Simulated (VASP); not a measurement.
# BeS (F-43m) in VASP: further runs

The runs below take BeS through relaxation of cell and atoms, with LDA.

All numbers are computed with VASP 6.6.1; they aren't measurements. Logs are shortened: lines on timing, memory, paths and dates and some standing lists are left out, and cuts for length are marked.

### 1 The cell of the first run

The structure is cubic, space group F-43m (No. 216). Conventional cell: a = 4.796 Å, b = 4.796 Å, c = 4.796 Å, α = 90.00°, β = 90.00°, γ = 90.00°. Be (site symmetry -43m) has 4 S at 2.08 Å within 2.7 Å. S (site symmetry -43m) has 4 Be at 2.08 Å within 2.7 Å.

### 2 Relaxation of cell and atoms, LDA, target pressure 10 GPa, at which the enthalpy is minimised

Contents of INCAR:

```
ALGO     = Normal         # electronic algorithm
EDIFF    = 1E-7           # SCF threshold, eV
EDIFFG   = -0.002         # ionic threshold
ENCUT    = 600            # plane-wave cutoff, eV
IBRION   = 2              # ionic algorithm
ISIF     = 3              # what is computed and relaxed
ISMEAR   = 0              # smearing method
LASPH    = T              # aspherical terms in the spheres
LCHARG   = F              # write CHGCAR
LREAL    = F              # projectors in reciprocal space
LWAVE    = F              # write WAVECAR
NELM     = 60             # most SCF steps
NSW      = 100            # ionic steps
PREC     = Accurate       # precision mode
PSTRESS  = 100.0        
SIGMA    = 0.01           # smearing width, eV
```

Contents of KPOINTS:

```
k-points
0
Gamma
  10 10 10
```

Contents of POSCAR:

```
BeS
1.0
    0.0000000000      2.3981669820      2.3981669820
    2.3981669820      0.0000000000      2.3981669820
    2.3981669820      2.3981669820      0.0000000000
Be S
1 1
Direct
    0.0000000000      0.0000000000      0.0000000000
    0.7500000000      0.7500000000      0.7500000000
```

Potentials or basis: VASP PAW LDA potentials, release 64 (Be, S).

Run with:

```sh
$ cat potpaw_LDA.64/Be/POTCAR potpaw_LDA.64/S/POTCAR > POTCAR
$ mpirun -np 1 vasp_std > vasp.out
```

OUTCAR:

```text
EDIFF = 1E-7
   EDIFFG = -0.002
   ENCUT = 600
   IBRION = 2
   ISIF = 3
   ISMEAR = 0
   LASPH = T
   LREAL = F
   NELM = 60
   NSW = 100
   PREC = Accurate
   PSTRESS = 100.0

 ion  position               nearest neighbor table
   1  0.000  0.000  0.000-   2 2.08   2 2.08   2 2.08   2 2.08
   2  0.750  0.750  0.750-   1 2.08   1 2.08   1 2.08   1 2.08

  LATTYP: Found a face centered cubic cell.
 ALAT       =     4.7963339640

  Lattice vectors:

 A1 = (   0.0000000000,   2.3981669820,   2.3981669820)
 A2 = (   2.3981669820,   0.0000000000,   2.3981669820)
 A3 = (   2.3981669820,   2.3981669820,   0.0000000000)

Analysis of symmetry for initial positions (statically):
=====================================================================
 Subroutine PRICEL returns:
 Original cell was already a primitive cell.

 Routine SETGRP: Setting up the symmetry group for a
 face centered cubic supercell.

 Subroutine GETGRP returns: Found 24 space group operations
 (whereof 24 operations were pure point group operations)
 out of a pool of 48 trial point group operations.

The static configuration has the point symmetry T_d .

Analysis of symmetry for dynamics (positions and initial velocities):
=====================================================================
 Subroutine PRICEL returns:
 Original cell was already a primitive cell.

 Routine SETGRP: Setting up the symmetry group for a
 face centered cubic supercell.

 Subroutine GETGRP returns: Found 24 space group operations
 (whereof 24 operations were pure point group operations)
 out of a pool of 48 trial point group operations.

The dynamic configuration has the point symmetry T_d .

 Subroutine INISYM returns: Found 24 space group operations
 (whereof 24 operations are pure point group operations),
 and found     1 'primitive' translations

----------------------------------------------------------------------------------------

                                     Primitive cell

  volume of cell :      27.5847

  direct lattice vectors                    reciprocal lattice vectors
     0.000000000  2.398166982  2.398166982    -0.208492571  0.208492571  0.208492571
     2.398166982  0.000000000  2.398166982     0.208492571 -0.208492571  0.208492571
     2.398166982  2.398166982  0.000000000     0.208492571  0.208492571 -0.208492571

  length of vectors
     3.391520271  3.391520271  3.391520271     0.361119726  0.361119726  0.361119726

  position of ions in fractional coordinates (direct lattice)
     0.000000000  0.000000000  0.000000000
     0.750000000  0.750000000  0.750000000

  ion indices of the primitive-cell ions
   primitive index   ion index
                 1           1
                 2           2

----------------------------------------------------------------------------------------

 KPOINTS: k-points

Automatic generation of k-mesh.
 Grid dimensions read from file:
 generate k-points for:   10   10   10

 Generating k-lattice:

  Cartesian coordinates                     Fractional coordinates (reciprocal lattice)
    -0.020849257  0.020849257  0.020849257     0.100000000  0.000000000  0.000000000
     0.020849257 -0.020849257  0.020849257     0.000000000  0.100000000  0.000000000
     0.020849257  0.020849257 -0.020849257     0.000000000  0.000000000  0.100000000

  Length of vectors
     0.036111973  0.036111973  0.036111973

  Shift w.r.t. Gamma in fractional coordinates (k-lattice)
     0.000000000  0.000000000  0.000000000

 Subroutine IBZKPT returns following result:
 ===========================================

 Found     47 irreducible k-points:

 Following reciprocal coordinates:
            Coordinates               Weight
  0.000000  0.000000  0.000000      1.000000
  0.100000  0.000000  0.000000      8.000000
  0.200000  0.000000  0.000000      8.000000
  0.300000  0.000000  0.000000      8.000000
  0.400000  0.000000  0.000000      8.000000
  0.500000  0.000000  0.000000      4.000000
[... 16 lines left out ...]
  0.300000  0.300000  0.000000      6.000000
  0.400000  0.300000  0.000000     24.000000
 [... further k-points ...]
   k-points           NKPTS =     47   k-points in BZ     NKDIM =     47   number of bands    NBANDS=      8
   number of dos      NEDOS =    301   number of ions     NIONS =      2
   total plane-waves  NPLWV =  21952
   dimension x,y,z NGX =    28 NGY =   28 NGZ =   28
   dimension x,y,z NGXF=    56 NGYF=   56 NGZF=   56
   ions per type =               1   1
   NGX,Y,Z   is equivalent  to a cutoff of  13.73, 13.73, 13.73 a.u.
   NGXF,Y,Z  is equivalent  to a cutoff of  27.45, 27.45, 27.45 a.u.
 SYSTEM =  unknown system
   PREC   = accura    normal or accurate (medium, high low for compatibility)
   ISTART =      0    job   : 0-new  1-cont  2-samecut
   ICHARG =      2    charge: 1-file 2-atom 10-const
   ISPIN  =      1    spin polarized calculation?
   LNONCOLLINEAR =      F non collinear calculations
   LSORBIT =      F    spin-orbit coupling
   LASPH  =      T    aspherical Exc in radial PAW
   ENCUT  =  600.0 eV  44.10 Ry    6.64 a.u.   6.77  6.77  6.77*2*pi/ulx,y,z
   NELM   =     60;   NELMIN=  2; NELMDL= -5     # of ELM steps
   EDIFF  = 0.1E-06   stopping-criterion for ELM
   LREAL  =      F    real-space projection
   EDIFFG = -.2E-02   stopping-criterion for IOM
   NSW    =    100    number of steps for IOM
   IBRION =      2    ionic relax: 0-MD 1-quasi-New 2-CG
   NFREE  =      1    steps in history (QN), initial steepest desc. (CG)
   ISIF   =      3    stress and relaxation
   ISYM   =      2    0-nonsym 1-usesym 2-fastsym
   POTIM  = 0.5000    time-step for ionic-motion
   TEBEG  =    0.0;   TEEND  =   0.0 temperature during run
   PSTRESS=  100.0 pullay stress
   NELECT =       8.0000    total number of electrons
   NUPDOWN=      -1.0000    fix difference up-down
   EMIN   =  10.00;   EMAX   =-10.00  energy-range for DOS
   EFERMI =   0.00;   METHOD = LEGACY
   ISMEAR =     0;   SIGMA  =   0.01  broadening in eV -4-tet -1-fermi 0-gaus
   EFERMI_NEDOS =   21; number of points for ismear=-14 and -15
   IALGO  =     38    algorithm
   IMIX   =      4    mixing-type and parameters
     AMIX     =   0.40;   BMIX     =  1.00
     AMIX_MAG =   1.60;   BMIX_MAG =  1.00
  volume/ion in A,a.u.               =      13.79        93.08
  Fermi-wavevector in a.u.,A,eV,Ry     =   1.083633  2.047769 15.976773  1.174260
  Thomas-Fermi vector in A             =   2.219703
   LORBIT       =      0    0 simple, 1 ext, 2 COOP (PROOUT), +10 PAW based schemes
   GGA     = CA    functional components
   LHFCALC =     F    Hartree Fock is set to
   AEXX    =    0.0000 exact exchange contribution
   IVDW    =     0    specifies the selected vdW correction
   LEPSILON=     F    determine dielectric tensor
   LRPA    =     F    only Hartree local field effects (RPA)
 conjugate gradient relaxation of ions
 non-spin polarized calculation
 Gauss-broadening in eV      SIGMA  =   0.01
  energy-cutoff  :      600.00
  volume of cell :       27.58
 maximum number of plane-waves:       941
   NGX = 13   NGY = 13   NGZ = 13

--------------------------------------- Ionic step        1  -------------------------------------------

 number of electron       8.0000001 magnetization

 Free energy of the ion-electron system (eV)
  ---------------------------------------------------
  ext. energy  EPLUGINS =         0.00000000
  ---------------------------------------------------
  free energy    TOTEN  =       -11.14284266 eV

  energy without entropy =      -11.14284266  energy(sigma->0) =      -11.14284266

------------------------ aborting loop because EDIFF is reached ----------------------------------------

  FORCE on cell =-STRESS in cart. coord.  units (eV):
  Direction    XX          YY          ZZ          XY          YZ          ZX
  --------------------------------------------------------------------------------------
  -------------------------------------------------------------------------------------
  Total        0.0104501      0.0104501      0.0104501     -0.0000000      0.0000000      0.0000000
  in kB        0.6069616      0.6069616      0.6069616     -0.0000000      0.0000000      0.0000000
  external PRESSURE =     -99.3930384 kB  Pullay stress =     100.0000000 kB
[... 61 lines left out ...]
  enthalpy is  TOTEN    =        -9.4728279622 eV   P V=        1.5171769764

--------------------------------------- Ionic step        3  -------------------------------------------

 number of electron       7.9999999 magnetization

 Free energy of the ion-electron system (eV)
  ---------------------------------------------------
  ext. energy  EPLUGINS =         0.00000000
  ---------------------------------------------------
  free energy    TOTEN  =       -11.07822179 eV

  energy without entropy =      -11.07822179  energy(sigma->0) =      -11.07822179

 E-fermi :   5.3726     XC(G=0): -10.4601

 val. band max:        5.3109500787   @ k =   0.0000   0.0000   0.0000
 cond. band min:       7.9374955890   @ k =   0.5000   0.5000   0.0000
 fundamental gap:      2.6265455103
 Fermi energy:         5.3726413108

 k-point     1 :       0.0000    0.0000    0.0000
  band No.  band energies     occupation
      1      -9.1819      2.00000
      2       5.3109      2.00000
      3       5.3109      2.00000
      4       5.3110      2.00000
      5      10.7786      0.00000
      6      10.7786      0.00000
      7      10.7786      0.00000
      8      12.0146      0.00000
[... 243 lines left out ...]
 k-point    24 :       0.4000    0.3000    0.0000
  band No.  band energies     occupation
      1      -7.2657      2.00000
      2       0.6747      2.00000
      3       2.4237      2.00000
      4       2.7210      2.00000
      5       9.0429      0.00000
      6      10.9658      0.00000
      7      15.9800      0.00000
      8      15.9800      0.00000

 [... further k-points ...]

------------------------ aborting loop because EDIFF is reached ----------------------------------------

  FORCE on cell =-STRESS in cart. coord.  units (eV):
  Direction    XX          YY          ZZ          XY          YZ          ZX
  --------------------------------------------------------------------------------------
  -------------------------------------------------------------------------------------
  Total        1.5824694      1.5824694      1.5824694      0.0000000      0.0000000      0.0000000
  in kB       99.8752498     99.8752498     99.8752498      0.0000000      0.0000000      0.0000000
  external PRESSURE =      -0.1247502 kB  Pullay stress =     100.0000000 kB
[... 17 lines left out ...]
  FREE ENERGIE OF THE ION-ELECTRON SYSTEM (eV)
  ---------------------------------------------------
  free  energy   TOTEN  =       -11.0782217930 eV

  energy  without entropy=      -11.0782217930  energy(sigma->0) =      -11.07822179

  enthalpy is  TOTEN    =        -9.4937758248 eV   P V=        1.5844459682

 reached required accuracy - stopping structural energy minimisation
```

Run time: 40 s. Hardware: 1 thread of Intel Xeon 8259CL, shared host; peak memory 0.14 GiB.

Results:

| Quantity | Value |
| --- | --- |
| Free energy | -11.0782 eV |
| Relaxed volume | 12.69 Å³/atom |
| Relaxed cell | a = 3.299 Å, b = 3.299 Å, c = 3.299 Å, α = 60.00°, β = 60.00°, γ = 60.00° |
| Space group after relaxing (to 0.05 Å) | F-43m (No. 216) |
| Energy change on relaxing (the enthalpy is what falls) | +32.3 meV/atom |
| Ionic steps | 3 |
| Pressure after relaxing | 10.0 GPa |
| Band gap on the k mesh | 2.63 eV, indirect (least direct gap 5.47 eV) |

The path:
```tsv
step	energy change (eV)	largest force (eV/Å)	pressure (GPa)	volume (Å³)
1	0.0000	0.0000	0.06	27.58
2	0.1528	0.0000	16.45	24.31
3	0.0646	0.0000	9.99	25.39
```

Final structure:
```
CELL_PARAMETERS angstrom
0.00000 2.33267 2.33267
2.33267 0.00000 2.33267
2.33267 2.33267 0.00000
ATOMIC_POSITIONS crystal
Be 0.00000 0.00000 0.00000
S 0.75000 0.75000 0.75000
```

Levels at points of the mesh, in eV from the valence-band top:
```csv
k point,band 1,band 2,band 3,band 4,band 5,band 6,band 7,band 8
"(0.00, 0.00, 0.00)",-14.49,0.00,0.00,0.00,5.47,5.47,5.47,6.70
"(0.50, 0.00, 0.00)",-12.52,-6.64,-1.22,-1.22,5.79,6.39,6.39,11.44
"(0.50, 0.50, 0.00)",-11.86,-5.67,-3.10,-3.10,2.63,4.68,13.56,13.56
```

Caveat: the cell is relaxed towards a set pressure, so the enthalpy falls and the energy may rise.

### 3 Relaxation of cell and atoms, LDA, target pressure 15 GPa, at which the enthalpy is minimised

Contents of INCAR:

```
SYSTEM = BeS
  PREC = Accurate
  ENCUT = 600
  EDIFF = 1E-6
  ISMEAR = 0
  SIGMA = 0.01
  LREAL = .FALSE.
  LASPH = .TRUE.
  NELM = 100
  ALGO = Normal
  ISIF = 3
  LWAVE = .FALSE.
  LCHARG = .FALSE.
  GGA = CA
  IBRION = 2
  NSW = 100
  EDIFFG = -0.002
  PSTRESS = 150.0
```

Contents of KPOINTS:

```
regular mesh
0
G
  10 10 10
  0 0 0
```

POSCAR is that of step 2.

Potentials or basis: VASP PAW LDA potentials, release 64 (Be, S).

Run with:

```sh
$ cat potpaw_LDA.64/Be/POTCAR potpaw_LDA.64/S/POTCAR > POTCAR
$ mpirun -np 1 vasp_std > vasp.out
```

It took 52 s on 1 thread of Intel Xeon 8259CL, shared host; peak memory 0.14 GiB.

It converged, with:

```yaml
Free_energy: -11.0121 eV
Relaxed_volume: 12.27 Å³/atom
Relaxed_cell: a = 3.262 Å, b = 3.262 Å, c = 3.262 Å, α = 60.00°, β = 60.00°, γ = 60.00°
Space_group_after_relaxing_to_0.05_Å: F-43m (No. 216)
Energy_change_on_relaxing_the_enthalpy_is_what_falls: +65.4 meV/atom
Ionic_steps: 6
Pressure_after_relaxing: 15.0 GPa
Band_gap_on_the_k_mesh: 2.53 eV, indirect (least direct gap 5.43 eV)
```

The path:
| step | energy change (eV) | largest force (eV/Å) | pressure (GPa) | volume (Å³) |
| --- | --- | --- | --- | --- |
| 1 | 0.0000 | 0.0000 | 0.06 | 27.58 |
| 2 | 0.3655 | 0.0000 | 28.19 | 22.76 |
| 3 | 0.1294 | 0.0000 | 14.89 | 24.55 |
| 4 | 0.1349 | 0.0000 | 15.26 | 24.49 |
| 5 | 0.1288 | 0.0000 | 14.87 | 24.55 |
| 6 | 0.1308 | 0.0000 | 14.99 | 24.53 |

Final structure:
```cif
data_structure
_symmetry_space_group_name_H-M 'P 1'
_symmetry_Int_Tables_number 1
_cell_length_a 3.2615
_cell_length_b 3.2615
_cell_length_c 3.2615
_cell_angle_alpha 60.000
_cell_angle_beta 60.000
_cell_angle_gamma 60.000
_cell_volume 24.53
loop_
_atom_site_label
_atom_site_type_symbol
_atom_site_fract_x
_atom_site_fract_y
_atom_site_fract_z
_atom_site_occupancy
Be1 Be 0.00000 0.00000 0.00000 1
S1 S 0.75000 0.75000 0.75000 1
```

Levels at points of the mesh, in eV from the valence-band top:
| k point | band 1 | band 2 | band 3 | band 4 | band 5 | band 6 | band 7 | band 8 |
| --- | --- | --- | --- | --- | --- | --- | --- | --- |
| (0.00, 0.00, 0.00) | -14.76 | 0.00 | 0.00 | 0.00 | 5.43 | 5.43 | 5.43 | 7.02 |
| (0.50, 0.00, 0.00) | -12.68 | -6.89 | -1.27 | -1.27 | 5.91 | 6.36 | 6.36 | 11.58 |
| (0.50, 0.50, 0.00) | -11.98 | -5.86 | -3.24 | -3.24 | 2.53 | 4.63 | 13.84 | 13.84 |

Caveat: the cell is relaxed towards a set pressure, so the enthalpy falls and the energy may rise.
